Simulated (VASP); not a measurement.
# Br in VASP: a series of runs

Runs on Br. Level: PBE. Tasks: single point.

All numbers are computed with VASP 6.6.1; they aren't measurements. Logs are shortened: lines on timing, memory, paths and dates and some standing lists are left out, and cuts for length are marked.

## (1) The cell of the first run

Symmetry: Cmce, No. 64, orthorhombic system. Conventional cell: a = 6.815 Å, b = 4.706 Å, c = 8.817 Å, α = 90.00°, β = 90.00°, γ = 90.00°. Within 3.1 Å of Br (site symmetry m) lie 1 Br at 2.32 Å.

## (2) Single point, PBE

INCAR reads:

```
ALGO = Normal ; EDIFF = 1E-6
ENCUT = 520 ; GGA = PE
ISIF = 2 ; ISMEAR = -1
LASPH = True ; LCHARG = False
LREAL = False ; LWAVE = False
NBANDS = 22 ; NELM = 80
PREC = Accurate ; SIGMA = 0.05
```

KPOINTS reads:

```
k-points
0
Gamma
  7 7 3
```

POSCAR reads:

```
Br
1.0
    3.4075083649     -2.3531133733      0.0000000000
    3.4075083649      2.3531133733      0.0000000000
    0.0000000000      0.0000000000      8.8168170799
Br
4
Direct
    0.3651000000      0.6349000000      0.3901000000
    0.1349000000      0.8651000000      0.8901000000
    0.6349000000      0.3651000000      0.6099000000
    0.8651000000      0.1349000000      0.1099000000
```

Potentials or basis: VASP PAW PBE potentials, release 64 (Br).

Command:

```
$ cat potpaw_PBE.64/Br/POTCAR > POTCAR
$ mpirun -np 1 vasp_std > vasp.out
```

OUTCAR:

```text
EDIFF = 1E-6
   ENCUT = 520
   GGA = PE
   ISIF = 2
   ISMEAR = -1
   LASPH = True
   LREAL = False
   NELM = 80
   PREC = Accurate

 ion  position               nearest neighbor table
   1  0.365  0.635  0.390-   3 2.32
   2  0.135  0.865  0.890-   4 2.32
   3  0.635  0.365  0.610-   1 2.32
   4  0.865  0.135  0.110-   2 2.32

  LATTYP: Found a base centered orthorhombic cell.
 ALAT       =     4.7062267466
 B/A-ratio  =     1.4480850789
 C/A-ratio  =     1.8734365246

  Lattice vectors:

 A1 = (  -3.4075083649,  -2.3531133733,   0.0000000000)
 A2 = (   3.4075083649,  -2.3531133733,   0.0000000000)
 A3 = (   0.0000000000,   0.0000000000,   8.8168170799)

Analysis of symmetry for initial positions (statically):
=====================================================================
 Subroutine PRICEL returns:
 Original cell was already a primitive cell.

 Routine SETGRP: Setting up the symmetry group for a
 base centered orthorhombic supercell.

 Subroutine GETGRP returns: Found  8 space group operations
 (whereof  4 operations were pure point group operations)
 out of a pool of  8 trial point group operations.

The static configuration has the point symmetry C_2h.
 The point group associated with its full space group is D_2h.

Analysis of symmetry for dynamics (positions and initial velocities):
=====================================================================
 Subroutine PRICEL returns:
 Original cell was already a primitive cell.

 Routine SETGRP: Setting up the symmetry group for a
 base centered orthorhombic supercell.

 Subroutine GETGRP returns: Found  8 space group operations
 (whereof  4 operations were pure point group operations)
 out of a pool of  8 trial point group operations.

The dynamic configuration has the point symmetry C_2h.
 The point group associated with its full space group is D_2h.

 Subroutine INISYM returns: Found  8 space group operations
 (whereof  4 operations are pure point group operations),
 and found     1 'primitive' translations

----------------------------------------------------------------------------------------

                                     Primitive cell

  volume of cell :     141.3909

  direct lattice vectors                    reciprocal lattice vectors
     3.407508365 -2.353113373  0.000000000     0.146734783 -0.212484450  0.000000000
     3.407508365  2.353113373  0.000000000     0.146734783  0.212484450  0.000000000
     0.000000000  0.000000000  8.816817080     0.000000000  0.000000000  0.113419615

  length of vectors
     4.141045255  4.141045255  8.816817080     0.258226137  0.258226137  0.113419615

  position of ions in fractional coordinates (direct lattice)
     0.365100000  0.634900000  0.390100000
     0.134900000  0.865100000  0.890100000
     0.634900000  0.365100000  0.609900000
     0.865100000  0.134900000  0.109900000

  ion indices of the primitive-cell ions
   primitive index   ion index
                 1           1
                 2           2
                 3           3
                 4           4

----------------------------------------------------------------------------------------

 KPOINTS: k-points

Automatic generation of k-mesh.
 Grid dimensions read from file:
 generate k-points for:    7    7    3

 Generating k-lattice:

  Cartesian coordinates                     Fractional coordinates (reciprocal lattice)
     0.020962112 -0.030354921  0.000000000     0.142857143  0.000000000  0.000000000
     0.020962112  0.030354921  0.000000000     0.000000000  0.142857143  0.000000000
     0.000000000  0.000000000  0.037806538     0.000000000  0.000000000  0.333333333

  Length of vectors
     0.036889448  0.036889448  0.037806538

  Shift w.r.t. Gamma in fractional coordinates (k-lattice)
     0.000000000  0.000000000  0.000000000

 Subroutine IBZKPT returns following result:
 ===========================================

 Found     32 irreducible k-points:

 Following reciprocal coordinates:
            Coordinates               Weight
  0.000000  0.000000  0.000000      1.000000
  0.142857  0.000000  0.000000      4.000000
  0.285714  0.000000  0.000000      4.000000
  0.428571  0.000000  0.000000      4.000000
  0.142857  0.142857  0.000000      2.000000
  0.285714  0.142857  0.000000      4.000000
[... 16 lines left out ...]
  0.428571  0.142857  0.333333      8.000000
 -0.428571  0.142857  0.333333      8.000000
 [... further k-points ...]
   k-points           NKPTS =     32   k-points in BZ     NKDIM =     32   number of bands    NBANDS=     22
   number of dos      NEDOS =    301   number of ions     NIONS =      4
   total plane-waves  NPLWV =  71680
   dimension x,y,z NGX =    32 NGY =   32 NGZ =   70
   dimension x,y,z NGXF=    64 NGYF=   64 NGZF=  140
   ions per type =               4
   NGX,Y,Z   is equivalent  to a cutoff of  12.85, 12.85, 13.20 a.u.
   NGXF,Y,Z  is equivalent  to a cutoff of  25.69, 25.69, 26.40 a.u.
 SYSTEM =  unknown system
   PREC   = accura    normal or accurate (medium, high low for compatibility)
   ISTART =      0    job   : 0-new  1-cont  2-samecut
   ICHARG =      2    charge: 1-file 2-atom 10-const
   ISPIN  =      1    spin polarized calculation?
   LNONCOLLINEAR =      F non collinear calculations
   LSORBIT =      F    spin-orbit coupling
   LASPH  =      T    aspherical Exc in radial PAW
   ENCUT  =  520.0 eV  38.22 Ry    6.18 a.u.   7.70  7.70 16.39*2*pi/ulx,y,z
   NELM   =     80;   NELMIN=  2; NELMDL= -5     # of ELM steps
   EDIFF  = 0.1E-05   stopping-criterion for ELM
   LREAL  =      F    real-space projection
   EDIFFG = 0.1E-04   stopping-criterion for IOM
   NSW    =      0    number of steps for IOM
   IBRION =     -1    ionic relax: 0-MD 1-quasi-New 2-CG
   NFREE  =      0    steps in history (QN), initial steepest desc. (CG)
   ISIF   =      2    stress and relaxation
   ISYM   =      2    0-nonsym 1-usesym 2-fastsym
   POTIM  = 0.5000    time-step for ionic-motion
   TEBEG  =    0.0;   TEEND  =   0.0 temperature during run
   PSTRESS=    0.0 pullay stress
   NELECT =      28.0000    total number of electrons
   NUPDOWN=      -1.0000    fix difference up-down
   EMIN   =  10.00;   EMAX   =-10.00  energy-range for DOS
   EFERMI =   0.00;   METHOD = LEGACY
   ISMEAR =    -1;   SIGMA  =   0.05  broadening in eV -4-tet -1-fermi 0-gaus
   EFERMI_NEDOS =   21; number of points for ismear=-14 and -15
   IALGO  =     38    algorithm
   IMIX   =      4    mixing-type and parameters
     AMIX     =   0.40;   BMIX     =  1.00
     AMIX_MAG =   1.60;   BMIX_MAG =  1.00
  volume/ion in A,a.u.               =      35.35       238.54
  Fermi-wavevector in a.u.,A,eV,Ry     =   0.954231  1.803236 12.388884  0.910557
  Thomas-Fermi vector in A             =   2.082959
   LORBIT       =      0    0 simple, 1 ext, 2 COOP (PROOUT), +10 PAW based schemes
   GGA     = PE    functional components
   LHFCALC =     F    Hartree Fock is set to
   AEXX    =    0.0000 exact exchange contribution
   IVDW    =     0    specifies the selected vdW correction
   LEPSILON=     F    determine dielectric tensor
   LRPA    =     F    only Hartree local field effects (RPA)
 non-spin polarized calculation
  energy-cutoff  :      520.00
  volume of cell :      141.39
 maximum number of plane-waves:      3841
   NGX = 15   NGY = 15   NGZ = 33

 number of electron      27.9999995 magnetization

 Free energy of the ion-electron system (eV)
  ---------------------------------------------------
  ext. energy  EPLUGINS =         0.00000000
  ---------------------------------------------------
  free energy    TOTEN  =        -6.41537500 eV

  energy without entropy =       -6.41537499  energy(sigma->0) =       -6.41537500

 E-fermi :   0.2591     XC(G=0):  -7.6913

 val. band max:       -0.6671767362   @ k =  -0.4286   0.4286   0.0000
 cond. band min:       1.1157965248   @ k =   0.0000   0.0000   0.0000
 fundamental gap:      1.7829732610
 Fermi energy:         0.2590547770

 k-point     1 :       0.0000    0.0000    0.0000
  band No.  band energies     occupation
      1     -16.3507      2.00000
      2     -16.0597      2.00000
      3     -13.6956      2.00000
      4     -13.1023      2.00000
      5      -5.3867      2.00000
      6      -4.4833      2.00000
[... 14 lines left out ...]
     21       8.4012      0.00000
     22       8.7071      0.00000

 k-point     2 :       0.1429    0.0000    0.0000
  band No.  band energies     occupation
      1     -16.3129      2.00000
      2     -16.0481      2.00000
      3     -13.6673      2.00000
      4     -13.1351      2.00000
      5      -5.3864      2.00000
      6      -4.5652      2.00000
[... 14 lines left out ...]
     21       8.3464      0.00000
     22       8.7107      0.00000

 k-point     3 :       0.2857    0.0000    0.0000
  band No.  band energies     occupation
      1     -16.2173      2.00000
      2     -16.0299      2.00000
      3     -13.5896      2.00000
      4     -13.2253      2.00000
      5      -5.3803      2.00000
      6      -4.8063      2.00000
[... 14 lines left out ...]
     21       8.5301      0.00000
     22       9.1259      0.00000

 k-point     4 :       0.4286    0.0000    0.0000
  band No.  band energies     occupation
      1     -16.1106      2.00000
      2     -16.0424      2.00000
      3     -13.4782      2.00000
      4     -13.3495      2.00000
      5      -5.3142      2.00000
      6      -5.1104      2.00000
[... 14 lines left out ...]
     21       8.9664      0.00000
     22      10.0042      0.00000

 k-point     5 :       0.1429    0.1429    0.0000
  band No.  band energies     occupation
      1     -16.3136      2.00000
      2     -16.0341      2.00000
      3     -13.6671      2.00000
      4     -13.1037      2.00000
      5      -5.3583      2.00000
      6      -4.5261      2.00000
[... 417 lines left out ...]
 k-point    22 :       0.2857    0.1429    0.3333
  band No.  band energies     occupation
      1     -16.1955      2.00000
      2     -16.0750      2.00000
      3     -13.4944      2.00000
      4     -13.2564      2.00000
      5      -5.1949      2.00000
      6      -4.8538      2.00000
[... 14 lines left out ...]
     21       8.5230      0.00000
     22       8.7737      0.00000

 k-point    23 :       0.4286    0.1429    0.3333
  band No.  band energies     occupation
      1     -16.1192      2.00000
      2     -16.0413      2.00000
      3     -13.4618      2.00000
      4     -13.3143      2.00000
      5      -5.1971      2.00000
      6      -4.9642      2.00000
[... 14 lines left out ...]
     21       8.3343      0.00000
     22       8.8145      0.00000

 k-point    24 :      -0.4286    0.1429    0.3333
  band No.  band energies     occupation
      1     -16.0685      2.00000
      2     -16.0515      2.00000
      3     -13.4228      2.00000
      4     -13.3927      2.00000
      5      -5.1343      2.00000
      6      -5.0938      2.00000
[... 14 lines left out ...]
     21       8.9949      0.00000
     22       9.1665      0.00000

 [... further k-points ...]
[... 5 lines left out ...]
  --------------------------------------------------------------------------------------
  -------------------------------------------------------------------------------------
  Total        0.8513823      0.2129350      0.8260826      0.0000000     -0.0000000      0.0000000
  in kB        9.6474735      2.4128818      9.3607888      0.0000000     -0.0000000      0.0000000
  external PRESSURE =       7.1403814 kB  Pullay stress =       0.0000000 kB

 VOLUME and BASIS-vectors are now :
 -----------------------------------------------------------------------------
  energy-cutoff  :      520.00
  volume of cell :      141.39
      direct lattice vectors                 reciprocal lattice vectors
     3.407508365 -2.353113373  0.000000000     0.146734783 -0.212484450  0.000000000
     3.407508365  2.353113373  0.000000000     0.146734783  0.212484450  0.000000000
     0.000000000  0.000000000  8.816817080     0.000000000  0.000000000  0.113419615

 POSITION                                       TOTAL-FORCE (eV/Angst)
 -----------------------------------------------------------------------------------
      3.40751      0.63487      3.43944         0.000000      0.173830     -0.418119
      3.40751      1.71824      7.84785         0.000000     -0.173830     -0.418119
      3.40751     -0.63487      5.37738         0.000000     -0.173830      0.418119
      3.40751     -1.71824      0.96897         0.000000      0.173830      0.418119
 -----------------------------------------------------------------------------------
    total drift:                                0.000000      0.000000     -0.000000

  FREE ENERGIE OF THE ION-ELECTRON SYSTEM (eV)
  ---------------------------------------------------
  free  energy   TOTEN  =        -6.4153750048 eV

  energy  without entropy=       -6.4153749943  energy(sigma->0) =       -6.41537500
```

It took 29 s on 1 thread of Intel Xeon 6975P-C (Granite Rapids), shared host; peak memory 0.26 GiB.

Results:

```yaml
Free_energy: -6.4154 eV
Pressure: 0.7 GPa
Largest_force: 0.453 eV/Å
Band_gap_on_the_k_mesh: 1.78 eV, indirect (least direct gap 1.80 eV)
```

Forces in eV/Å, atoms in the order of the input:
```
Br   0.000  0.174 -0.418
Br   0.000 -0.174 -0.418
Br   0.000 -0.174  0.418
Br   0.000  0.174  0.418
```

Stress tensor (GPa, compression positive):
```
0.96 0.00 0.00
0.00 0.24 0.00
0.00 0.00 0.94
```

A k mesh can miss the band edges. A hybrid or GW would open this gap; PBE tends to underestimate it.

[end of part 1 of 2]
